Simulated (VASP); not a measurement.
# Ti4C in VASP: notebook

Runs on Ti4C. Level: PBEsol. Tasks: relaxation of the atoms.

Program: VASP 6.6.1. These are calculated values, not measurements. Logs are shortened: lines on timing, memory, paths and dates and some standing lists are left out, and cuts for length are marked.

## (1) The cell of the first run

The cell holds a slab with vacuum, 5 atoms: a = 3.210 Å, b = 3.210 Å, c = 20.107 Å, α = 90.00°, β = 90.00°, γ = 90.00°.

## (2) Relaxation of the atoms, PBEsol

Input file INCAR:

```
SYSTEM = Ti4C
PREC = Accurate
ENCUT = 520
EDIFF = 1E-7
ISMEAR = 0
SIGMA = 0.1
LREAL = .FALSE.
LASPH = .TRUE.
NELM = 60
ALGO = Fast
ISIF = 2
LWAVE = .FALSE.
LCHARG = .FALSE.
LDIPOL = .TRUE.
IDIPOL = 3
DIPOL = 0.5 0.5 0.349
GGA = PS
IBRION = 2
NSW = 36
EDIFFG = -0.025
```

Input file KPOINTS:

```
regular mesh
0
G
  8 8 1
  0 0 0
```

Input file POSCAR:

```
Ti4C
1.0
    3.2102321090      0.0000000000      0.0000000000
    0.0000000000      3.2102321090      0.0000000000
    0.0000000000      0.0000000000     20.1069940753
Ti C
4 1
Selective dynamics
Direct
    0.5000000000      0.5000000000      0.1989357527  F F F
    0.0000000000      0.0000000000      0.2787644953  F F F
    0.5000000000      0.5000000000      0.3538359372  F F F
    0.0000000000      0.0000000000      0.4280597111  F F F
    0.1250000000      0.5000000000      0.4877404369  F F T
```

Potentials or basis: VASP PAW PBE potentials, release 64 (Ti_sv, C).

The run is started by

```
$ cat potpaw_PBE.64/Ti_sv/POTCAR potpaw_PBE.64/C/POTCAR > POTCAR
$ mpirun -np 1 vasp_std > vasp.out
```

OUTCAR:

```text
SYSTEM = Ti4C
   PREC = Accurate
   ENCUT = 520
   EDIFF = 1E-7
   ISMEAR = 0
   LREAL = .FALSE.
   LASPH = .TRUE.
   NELM = 60
   ISIF = 2
   GGA = PS
   IBRION = 2
   NSW = 36
   EDIFFG = -0.025

 ion  position               nearest neighbor table
   1  0.500  0.500  0.199-   2 2.78   2 2.78   2 2.78   2 2.78
   2  0.000  0.000  0.279-   3 2.73   3 2.73   3 2.73   3 2.73   1 2.78   1 2.78   1 2.78   1 2.78

   3  0.500  0.500  0.354-   4 2.72   4 2.72   4 2.72   4 2.72   2 2.73   2 2.73   2 2.73   2 2.73

   4  0.000  0.000  0.428-   5 2.04   5 2.04   3 2.72   3 2.72   3 2.72   3 2.72
   5  0.125  0.500  0.488-   4 2.04   4 2.04

  LATTYP: Found a simple tetragonal cell.
 ALAT       =     3.2102321090
 C/A-ratio  =     6.2634081875

  Lattice vectors:

 A1 = (   3.2102321090,   0.0000000000,   0.0000000000)
 A2 = (   0.0000000000,   3.2102321090,   0.0000000000)
 A3 = (   0.0000000000,   0.0000000000,  20.1069940753)

Analysis of symmetry for initial positions (statically):
=====================================================================
 Subroutine PRICEL returns:
 Original cell was already a primitive cell.

 Routine SETGRP: Setting up the symmetry group for a
 simple tetragonal supercell.

 Subroutine GETGRP returns: Found  2 space group operations
 (whereof  2 operations were pure point group operations)
 out of a pool of 16 trial point group operations.

The static configuration has the point symmetry C_1h.

Analysis of symmetry for dynamics (positions and initial velocities):
=====================================================================
 Subroutine PRICEL returns:
 Original cell was already a primitive cell.

 Routine SETGRP: Setting up the symmetry group for a
 simple tetragonal supercell.

 Subroutine GETGRP returns: Found  2 space group operations
 (whereof  2 operations were pure point group operations)
 out of a pool of 16 trial point group operations.

The dynamic configuration has the point symmetry C_1h.

Analysis of constrained symmetry for selective dynamics:
=====================================================================
 Subroutine PRICEL returns:
 Original cell was already a primitive cell.

 Routine SETGRP: Setting up the symmetry group for a
 simple tetragonal supercell.

 Subroutine GETGRP returns: Found  2 space group operations
 (whereof  2 operations were pure point group operations)
 out of a pool of 16 trial point group operations.

The constrained configuration has the point symmetry C_1h.

 Subroutine INISYM returns: Found  2 space group operations
 (whereof  2 operations are pure point group operations),
 and found     1 'primitive' translations

----------------------------------------------------------------------------------------

                                     Primitive cell

  volume of cell :     207.2144

  direct lattice vectors                    reciprocal lattice vectors
     3.210232109  0.000000000  0.000000000     0.311503955  0.000000000  0.000000000
     0.000000000  3.210232109  0.000000000     0.000000000  0.311503955  0.000000000
     0.000000000  0.000000000 20.106994075     0.000000000  0.000000000  0.049733938

  length of vectors
     3.210232109  3.210232109 20.106994075     0.311503955  0.311503955  0.049733938

  position of ions in fractional coordinates (direct lattice)
     0.500000000  0.500000000  0.198935753
     0.000000000  0.000000000  0.278764495
     0.500000000  0.500000000  0.353835937
     0.000000000  0.000000000  0.428059711
     0.125000000  0.500000000  0.487740437

  ion indices of the primitive-cell ions
   primitive index   ion index
                 1           1
                 2           2
                 3           3
                 4           4
                 5           5

----------------------------------------------------------------------------------------

 KPOINTS: regular mesh

Automatic generation of k-mesh.
 Grid dimensions read from file:
 generate k-points for:    8    8    1

 Generating k-lattice:

  Cartesian coordinates                     Fractional coordinates (reciprocal lattice)
     0.038937994  0.000000000  0.000000000     0.125000000  0.000000000  0.000000000
     0.000000000  0.038937994  0.000000000     0.000000000  0.125000000  0.000000000
     0.000000000  0.000000000  0.049733938     0.000000000  0.000000000  1.000000000

  Length of vectors
     0.038937994  0.038937994  0.049733938

  Shift w.r.t. Gamma in fractional coordinates (k-lattice)
     0.000000000  0.000000000  0.000000000

 Subroutine IBZKPT returns following result:
 ===========================================

 Found     25 irreducible k-points:

 Following reciprocal coordinates:
            Coordinates               Weight
  0.000000  0.000000  0.000000      1.000000
  0.125000  0.000000  0.000000      2.000000
  0.000000  0.125000  0.000000      2.000000
  0.250000  0.000000  0.000000      2.000000
  0.000000  0.250000  0.000000      2.000000
  0.375000  0.000000  0.000000      2.000000
[... 16 lines left out ...]
  0.500000  0.375000  0.000000      2.000000
 -0.375000  0.500000  0.000000      2.000000
   k-points           NKPTS =     25   k-points in BZ     NKDIM =     25   number of bands    NBANDS=     31
   number of dos      NEDOS =    301   number of ions     NIONS =      5
   total plane-waves  NPLWV =  86400
   dimension x,y,z NGX =    24 NGY =   24 NGZ =  150
   dimension x,y,z NGXF=    48 NGYF=   48 NGZF=  300
   ions per type =               4   1
   NGX,Y,Z   is equivalent  to a cutoff of  12.43, 12.43, 12.40 a.u.
   NGXF,Y,Z  is equivalent  to a cutoff of  24.86, 24.86, 24.80 a.u.
 SYSTEM =  Ti4C
   PREC   = accura    normal or accurate (medium, high low for compatibility)
   ISTART =      0    job   : 0-new  1-cont  2-samecut
   ICHARG =      2    charge: 1-file 2-atom 10-const
   ISPIN  =      1    spin polarized calculation?
   LNONCOLLINEAR =      F non collinear calculations
   LSORBIT =      F    spin-orbit coupling
   LASPH  =      T    aspherical Exc in radial PAW
   ENCUT  =  520.0 eV  38.22 Ry    6.18 a.u.   5.97  5.97 37.39*2*pi/ulx,y,z
   NELM   =     60;   NELMIN=  2; NELMDL= -5     # of ELM steps
   EDIFF  = 0.1E-06   stopping-criterion for ELM
   LREAL  =      F    real-space projection
   EDIFFG = -.3E-01   stopping-criterion for IOM
   NSW    =     36    number of steps for IOM
   IBRION =      2    ionic relax: 0-MD 1-quasi-New 2-CG
   NFREE  =      1    steps in history (QN), initial steepest desc. (CG)
   ISIF   =      2    stress and relaxation
   ISYM   =      2    0-nonsym 1-usesym 2-fastsym
   POTIM  = 0.5000    time-step for ionic-motion
   TEBEG  =    0.0;   TEEND  =   0.0 temperature during run
   PSTRESS=    0.0 pullay stress
   NELECT =      52.0000    total number of electrons
   NUPDOWN=      -1.0000    fix difference up-down
   EMIN   =  10.00;   EMAX   =-10.00  energy-range for DOS
   EFERMI =   0.00;   METHOD = LEGACY
   ISMEAR =     0;   SIGMA  =   0.10  broadening in eV -4-tet -1-fermi 0-gaus
   EFERMI_NEDOS =   21; number of points for ismear=-14 and -15
   IALGO  =     68    algorithm
   IMIX   =      4    mixing-type and parameters
     AMIX     =   0.40;   BMIX     =  1.00
     AMIX_MAG =   1.60;   BMIX_MAG =  1.00
  volume/ion in A,a.u.               =      41.44       279.67
  Fermi-wavevector in a.u.,A,eV,Ry     =   1.032609  1.951348 14.507641  1.066282
  Thomas-Fermi vector in A             =   2.166815
   LORBIT       =      0    0 simple, 1 ext, 2 COOP (PROOUT), +10 PAW based schemes
   GGA     = PS    functional components
   LHFCALC =     F    Hartree Fock is set to
   AEXX    =    0.0000 exact exchange contribution
   IVDW    =     0    specifies the selected vdW correction
   LEPSILON=     F    determine dielectric tensor
   LRPA    =     F    only Hartree local field effects (RPA)
 conjugate gradient relaxation of ions
 non-spin polarized calculation
 RMM-DIIS sequential band-by-band and
 Gauss-broadening in eV      SIGMA  =   0.10
  energy-cutoff  :      520.00
  volume of cell :      207.21
 maximum number of plane-waves:      5638
   NGX = 11   NGY = 11   NGZ = 75

--------------------------------------- Ionic step        1  -------------------------------------------

 number of electron      51.9999995 magnetization

 Free energy of the ion-electron system (eV)
  ---------------------------------------------------
  ext. energy  EPLUGINS =         0.00000000
  ---------------------------------------------------
  free energy    TOTEN  =       -38.02087738 eV

  energy without entropy =      -37.97552053  energy(sigma->0) =      -37.99819896

------------------------ aborting loop EDIFF was not reached (unconverged)  ----------------------------

  FORCE on cell =-STRESS in cart. coord.  units (eV):
  Direction    XX          YY          ZZ          XY          YZ          ZX
  --------------------------------------------------------------------------------------
  -------------------------------------------------------------------------------------
  Total       -2.0051429     -1.7762647     -3.7547739      0.0000000      0.0000000      0.7163835
  in kB      -15.5037192    -13.7340383    -29.0318260      0.0000000      0.0000000      5.5390608
  external PRESSURE =     -19.4231945 kB  Pullay stress =       0.0000000 kB
[... 102 lines left out ...]
  energy  without entropy=      -38.5531025377  energy(sigma->0) =      -38.57289864

--------------------------------------- Ionic step        4  -------------------------------------------

 number of electron      51.9999994 magnetization

 dipolmoment           0.000000      0.000000      0.179739 electrons x Angstroem

 Free energy of the ion-electron system (eV)
  ---------------------------------------------------
  ext. energy  EPLUGINS =         0.00000000
  ---------------------------------------------------
  free energy    TOTEN  =       -38.60463592 eV

  energy without entropy =      -38.56611019  energy(sigma->0) =      -38.58537306

 E-fermi :  -0.3234     XC(G=0):  -5.0800

 val. band max:       -0.3373708772   @ k =   0.3750   0.2500   0.0000
 cond. band min:      -0.3169117656   @ k =   0.3750   0.3750   0.0000
 fundamental gap:      0.0204591116
 Fermi energy:        -0.3233990493

 k-point     1 :       0.0000    0.0000    0.0000
  band No.  band energies     occupation
      1     -57.0756      2.00000
      2     -56.4208      2.00000
      3     -56.1806      2.00000
      4     -55.7663      2.00000
      5     -33.5402      2.00000
      6     -33.3335      2.00000
[... 805 lines left out ...]
     30       1.5271      0.00000
     31       1.6262      0.00000

 [... further k-points ...]

------------------------ aborting loop because EDIFF is reached ----------------------------------------

 vacuum level on the upper side and lower side of the slab       (xc-potential included)         1.444        -1.677

  FORCE on cell =-STRESS in cart. coord.  units (eV):
  Direction    XX          YY          ZZ          XY          YZ          ZX
  --------------------------------------------------------------------------------------
  -------------------------------------------------------------------------------------
  Total       -1.0360402      5.8147002      0.2829871      0.0000000      0.0000000      2.1499817
  in kB       -8.0106391     44.9591296      2.1880500      0.0000000      0.0000000     16.6236094
  external PRESSURE =      13.0455135 kB  Pullay stress =       0.0000000 kB

 VOLUME and BASIS-vectors are now :
 -----------------------------------------------------------------------------
  energy-cutoff  :      520.00
  volume of cell :      207.21
      direct lattice vectors                 reciprocal lattice vectors
     3.210232109  0.000000000  0.000000000     0.311503955  0.000000000  0.000000000
     0.000000000  3.210232109  0.000000000     0.000000000  0.311503955  0.000000000
     0.000000000  0.000000000 20.106994075     0.000000000  0.000000000  0.049733938
[... 11 lines left out ...]
  FREE ENERGIE OF THE ION-ELECTRON SYSTEM (eV)
  ---------------------------------------------------
  free  energy   TOTEN  =       -38.6046359209 eV

  energy  without entropy=      -38.5661101916  energy(sigma->0) =      -38.58537306

 reached required accuracy - stopping structural energy minimisation

 vacuum level on the upper side and lower side of the slab         6.078         2.873
```

Wall time 63 min (1 thread of Oxide Virtual Turin-like, shared host); peak memory 0.34 GiB.

What came out:

| Quantity | Value |
| --- | --- |
| Free energy | -38.6046 eV |
| Energy gained by relaxing | 116.8 meV/atom |
| Ionic steps | 4 |
| Band gap on the k mesh | zero (bands 26 and 27 overlap by 0.42 eV) |

Step by step:
| step | energy change (eV) | largest force on free atoms (eV/Å) | pressure (GPa) |
| --- | --- | --- | --- |
| 1 | 0.0000 | 2.9343 | -1.94 |
| 2 | -0.3506 | 1.9471 | -0.89 |
| 3 | -0.5718 | 0.4368 | 0.77 |
| 4 | -0.5838 | 0.0102 | 1.30 |

Final structure:
```cif
data_structure
_symmetry_space_group_name_H-M 'P 1'
_symmetry_Int_Tables_number 1
_cell_length_a 3.2102
_cell_length_b 3.2102
_cell_length_c 20.1070
_cell_angle_alpha 90.000
_cell_angle_beta 90.000
_cell_angle_gamma 90.000
_cell_volume 207.21
loop_
_atom_site_label
_atom_site_type_symbol
_atom_site_fract_x
_atom_site_fract_y
_atom_site_fract_z
_atom_site_occupancy
Ti1 Ti 0.50000 0.50000 0.19894 1
Ti2 Ti 0.00000 0.00000 0.27876 1
Ti3 Ti 0.50000 0.50000 0.35384 1
Ti4 Ti 0.00000 0.00000 0.42806 1
C1 C 0.12500 0.50000 0.46881 1
```

Caveat: the PAW data sets were made with another functional, which shifts forces and pressure a little.

## (3) Relaxation of the atoms, PBEsol

Input file INCAR:

```
SYSTEM = Ti4C
PREC = Accurate
ENCUT = 520
EDIFF = 1E-6
ISMEAR = 0
SIGMA = 0.1
LREAL = .FALSE.
LASPH = .TRUE.
NELM = 100
ALGO = Fast
ISIF = 2
LWAVE = .FALSE.
LCHARG = .FALSE.
LDIPOL = .TRUE.
IDIPOL = 3
DIPOL = 0.5 0.5 0.356
GGA = PS
IBRION = 2
NSW = 36
EDIFFG = -0.025
```

KPOINTS is that of step 2.

Edit POSCAR of step 2 so:

```diff
@@ -13,2 +13,2 @@
     0.0000000000      0.0000000000      0.4280597111  F F F
-    0.1250000000      0.5000000000      0.4877404369  F F T
+    0.0000000000      0.1250000000      0.5209172663  F F T
```

Potentials or basis: VASP PAW PBE potentials, release 64 (Ti_sv, C).

The run is started by

```
$ cat potpaw_PBE.64/Ti_sv/POTCAR potpaw_PBE.64/C/POTCAR > POTCAR
$ mpirun -np 1 vasp_std > vasp.out
```

Wall time 43 min (1 thread of Oxide Virtual Turin-like, shared host); peak memory 0.34 GiB.

Results (log left out):

```
Free energy               : -35.4104 eV
Energy gained by relaxing : 3.7 meV/atom
Ionic steps               : 5
Band gap on the k mesh    : zero (bands 26 and 27 overlap by 0.89 eV)
```

The path:
```
step  energy change (eV)  largest force on free atoms (eV/Å)  pressure (GPa)
   1              0.0000                              0.6021           -1.88
   2             -0.0148                              0.2859           -1.65
   3             -0.0171                              0.1715           -1.58
   4             -0.0181                              0.0725           -1.42
   5             -0.0183                              0.0016           -1.46
```

Final structure:
```
CELL_PARAMETERS angstrom
3.21023 0.00000 0.00000
0.00000 3.21023 0.00000
0.00000 0.00000 20.10699
ATOMIC_POSITIONS crystal
Ti 0.50000 0.50000 0.19894
Ti 0.00000 0.00000 0.27876
Ti 0.50000 0.50000 0.35384
Ti 0.00000 0.00000 0.42806
C 0.00000 0.12500 0.51830
```

Levels at points of the mesh, in eV from the Fermi level:
| k point | band 22 | band 23 | band 24 | band 25 | band 26 | band 27 | band 28 | band 29 | band 30 | band 31 |
| --- | --- | --- | --- | --- | --- | --- | --- | --- | --- | --- |
| (0.00, 0.00, 0.00) | -1.75 | -0.86 | -0.34 | 0.22 | 0.54 | 0.68 | 0.96 | 0.97 | 1.04 | 1.11 |
| (0.50, 0.00, 0.00) | -1.60 | -0.51 | -0.33 | -0.19 | -0.03 | 0.04 | 0.67 | 1.04 | 1.18 | 1.46 |
| (0.00, 0.50, 0.00) | -1.47 | -0.53 | -0.31 | -0.19 | -0.13 | 0.08 | 0.69 | 1.02 | 1.26 | 1.45 |
| (0.50, 0.50, 0.00) | -0.92 | -0.64 | -0.60 | -0.44 | -0.39 | -0.35 | 0.15 | 0.45 | 0.72 | 2.20 |

Caveat: the PAW data sets were made with another functional, which shifts forces and pressure a little.

The gap in the log of VASP goes by the Fermi energy; the results here count the filled bands.